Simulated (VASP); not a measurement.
# GaN (P6_3mc) in VASP: a series of runs, part 2 of 2

VASP 6.6.1.

## 3. Single point, r2SCAN

This run uses another cell than the first one, of 11.37 Å³/atom.

The input, POSCAR:

```
GaN
1.0
    3.1832778896      0.0000000000      0.0000000000
   -1.5916389448      2.7567995197      0.0000000000
    0.0000000000      0.0000000000      5.1838782367
Ga N
2 2
Direct
    0.3333333333      0.6666666667     -0.0008901364
    0.6666666667      0.3333333333      0.4991098636
    0.3333333333      0.6666666667      0.3758901364
    0.6666666667      0.3333333333      0.8758901364
```

The input, INCAR.step1:

```
SYSTEM = GaN
  PREC = Accurate
  ENCUT = 520
  ISMEAR = -1
  SIGMA = 0.02
  LREAL = .False.
  LASPH = .True.
  NELM = 100
  NBANDS = 26
  GGA = PE
  ALGO = Normal
  EDIFF = 1E-4
  LWAVE = .True.
  LCHARG = .False.
```

The input, INCAR.step2:

```
SYSTEM = GaN
  PREC = Accurate
  ENCUT = 520
  EDIFF = 1E-6
  ISMEAR = -1
  SIGMA = 0.02
  LREAL = .False.
  LASPH = .True.
  NELM = 100
  ALGO = Normal
  ISIF = 2
  LWAVE = .False.
  LCHARG = .False.
  METAGGA = R2SCAN
  LMIXTAU = .True.
  NBANDS = 26
  ISTART = 1
```

The input, KPOINTS:

```
Automatic mesh
0
Gamma
  12 12 6
  0 0 0
```

Potentials or basis: VASP PAW PBE potentials, release 64 (Ga_d, N).

Command:

```console
> cat potpaw_PBE.64/Ga_d/POTCAR potpaw_PBE.64/N/POTCAR > POTCAR
> cp INCAR.step1 INCAR
> mpirun -np 1 vasp_std > vasp.out
> cp INCAR.step2 INCAR
> mpirun -np 1 vasp_std > vasp.out
```

OUTCAR:

```text
SYSTEM = GaN
   PREC = Accurate
   ENCUT = 520
   EDIFF = 1E-6
   ISMEAR = -1
   LREAL = .False.
   LASPH = .True.
   NELM = 100
   ISIF = 2
   METAGGA = R2SCAN
   ISTART = 1

 ion  position               nearest neighbor table
   1  0.333  0.667  0.999-   4 1.95   4 1.95   4 1.95   3 1.95
   2  0.667  0.333  0.499-   3 1.95   3 1.95   3 1.95   4 1.95
   3  0.333  0.667  0.376-   2 1.95   2 1.95   2 1.95   1 1.95
   4  0.667  0.333  0.876-   1 1.95   1 1.95   1 1.95   2 1.95

  LATTYP: Found a hexagonal cell.
 ALAT       =     3.1832778896
 C/A-ratio  =     1.6284717880

  Lattice vectors:

 A1 = (   3.1832778896,   0.0000000000,   0.0000000000)
 A2 = (  -1.5916389448,   2.7567995197,   0.0000000000)
 A3 = (   0.0000000000,   0.0000000000,   5.1838782367)

Analysis of symmetry for initial positions (statically):
=====================================================================
 Subroutine PRICEL returns:
 Original cell was already a primitive cell.

 Routine SETGRP: Setting up the symmetry group for a
 hexagonal supercell.

 Subroutine GETGRP returns: Found 12 space group operations
 (whereof  6 operations were pure point group operations)
 out of a pool of 24 trial point group operations.

The static configuration has the point symmetry C_3v.
 The point group associated with its full space group is C_6v.

Analysis of symmetry for dynamics (positions and initial velocities):
=====================================================================
 Subroutine PRICEL returns:
 Original cell was already a primitive cell.

 Routine SETGRP: Setting up the symmetry group for a
 hexagonal supercell.

[... 121 lines left out ...]
   NUPDOWN=      -1.0000    fix difference up-down
   EMIN   =  10.00;   EMAX   =-10.00  energy-range for DOS
   EFERMI =   0.00;   METHOD = LEGACY
   ISMEAR =    -1;   SIGMA  =   0.02  broadening in eV -4-tet -1-fermi 0-gaus
   EFERMI_NEDOS =   21; number of points for ismear=-14 and -15
   IALGO  =     38    algorithm
   IMIX   =      4    mixing-type and parameters
     AMIX     =   0.40;   BMIX     =  1.00
     AMIX_MAG =   1.60;   BMIX_MAG =  1.00
  volume/ion in A,a.u.               =      11.37        76.75
  Fermi-wavevector in a.u.,A,eV,Ry     =   1.514250  2.861517 31.197507  2.292952
  Thomas-Fermi vector in A             =   2.623932
   LORBIT       =      0    0 simple, 1 ext, 2 COOP (PROOUT), +10 PAW based schemes
   METAGGA = R2SCAN    functional components
   LHFCALC =     F    Hartree Fock is set to
   AEXX    =    0.0000 exact exchange contribution
   IVDW    =     0    specifies the selected vdW correction
   LEPSILON=     F    determine dielectric tensor
   LRPA    =     F    only Hartree local field effects (RPA)
 non-spin polarized calculation
  energy-cutoff  :      520.00
  volume of cell :       45.49
 maximum number of plane-waves:      1248
 NGX is ok and might be reduce to    24
   NGX = 11   NGY = 11   NGZ = 19

 number of electron      35.9999992 magnetization

 Free energy of the ion-electron system (eV)
  ---------------------------------------------------
  ext. energy  EPLUGINS =         0.00000000
  ---------------------------------------------------
  free energy    TOTEN  =       -43.82093679 eV

  energy without entropy =      -43.82093679  energy(sigma->0) =      -43.82093679

 E-fermi :   5.4907     XC(G=0): -12.6628

 val. band max:        5.0998044010   @ k =   0.0000   0.0000   0.0000
 cond. band min:       7.4424435277   @ k =   0.0000   0.0000   0.0000
 fundamental gap:      2.3426391266
 Fermi energy:         5.4906938120

 k-point     1 :       0.0000    0.0000    0.0000
  band No.  band energies     occupation
      1     -11.7112      2.00000
      2     -10.7052      2.00000
      3      -8.7286      2.00000
      4      -8.7128      2.00000
      5      -8.7128      2.00000
      6      -8.6443      2.00000
[... 685 lines left out ...]
     25      17.2358      0.00000
     26      19.0473      0.00000

 [... further k-points ...]

------------------------ aborting loop because EDIFF is reached ----------------------------------------

  FORCE on cell =-STRESS in cart. coord.  units (eV):
  Direction    XX          YY          ZZ          XY          YZ          ZX
  --------------------------------------------------------------------------------------
  -------------------------------------------------------------------------------------
  Total        0.3087596      0.3087596      0.2729750      0.0000000      0.0000000      0.0000000
  in kB       10.8741788     10.8741788      9.6138868      0.0000000      0.0000000      0.0000000
  external PRESSURE =      10.4540815 kB  Pullay stress =       0.0000000 kB

 VOLUME and BASIS-vectors are now :
 -----------------------------------------------------------------------------
  energy-cutoff  :      520.00
  volume of cell :       45.49
      direct lattice vectors                 reciprocal lattice vectors
     3.183277890  0.000000000  0.000000000     0.314141597  0.181369736  0.000000000
    -1.591638945  2.756799520  0.000000000     0.000000000  0.362739471  0.000000000
     0.000000000  0.000000000  5.183878237     0.000000000  0.000000000  0.192905766

 POSITION                                       TOTAL-FORCE (eV/Angst)
 -----------------------------------------------------------------------------------
     -0.00000      1.83787      5.17926         0.000000      0.000000      0.005311
      1.59164      0.91893      2.58732         0.000000     -0.000000      0.005311
     -0.00000      1.83787      1.94857        -0.000000      0.000000     -0.005311
      1.59164      0.91893      4.54051        -0.000000     -0.000000     -0.005311
 -----------------------------------------------------------------------------------
    total drift:                                0.000002      0.000004      0.034438

  FREE ENERGIE OF THE ION-ELECTRON SYSTEM (eV)
  ---------------------------------------------------
  free  energy   TOTEN  =       -43.8209367901 eV

  energy  without entropy=      -43.8209367901  energy(sigma->0) =      -43.82093679
```

Run time: 3.7 min. Hardware: 1 thread of Intel Xeon Platinum 8375C at 2.90GHz (Ice Lake), shared host; peak memory 0.22 GiB.

What came out:

- Free energy: -43.8209 eV
- Pressure: 1.0 GPa
- Largest force: 0.005 eV/Å
- Band gap on the k mesh: 2.34 eV

Forces in eV/Å, atoms in the order of the input:
```
Ga   0.000  0.000  0.005
Ga   0.000  0.000  0.005
N    0.000  0.000 -0.005
N    0.000  0.000 -0.005
```

Caveat: the PAW data sets were made with another functional, which shifts forces and pressure a little.
